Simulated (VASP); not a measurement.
Input of a VASP 6.6.1 run:

File INCAR:

```
SYSTEM = Zn
ALGO = Normal
EDIFF = 1E-8
ENCUT = 500
GGA = LIBXC
GGA_COMPAT = .False.
IBRION = 8
ISIF = 2
ISMEAR = -1
ISPIN = 2
LASPH = .True.
LCHARG = .False.
LIBXC1 = GGA_X_PBE_SOL
LIBXC2 = GGA_C_PBE
LORBIT = 11
LREAL = .False.
LWAVE = .False.
MAGMOM = 0.5 0.5
NELM = 200
NSW = 1
PREC = Accurate
SIGMA = 0.05
```

Contents of KPOINTS:

```
k-points
0
Gamma
  11 11 6
  0 0 0
```

POSCAR

```
Zn
1.0
    2.6700000000      0.0000000000      0.0000000000
   -1.3350000000      2.3122878281      0.0000000000
    0.0000000000      0.0000000000      4.9660000000
Zn
2
Direct
    0.6666666667      0.3333333333      0.7500000000
    0.3333333333      0.6666666667      0.2500000000
```

Potentials or basis: VASP PAW PBE potentials, release 64 (Zn).

Launch:

```bash
$ cat potpaw_PBE.64/Zn/POTCAR > POTCAR
$ mpirun -np 1 vasp_std > vasp.out
```

Q: What does it give for the highest phonon frequency at Γ?

A: 122 cm⁻¹.

Q: What does it give for the net moment?

A: 0.00 μB per cell.

Phonon frequencies in cm⁻¹ (negative: imaginary):
| q point | frequencies |
| --- | --- |
| (0.000, 0.000, 0.000) | 0 0 0 66 66 122 |

Caveat: the cell stands under pressure or tension, which shifts response properties.
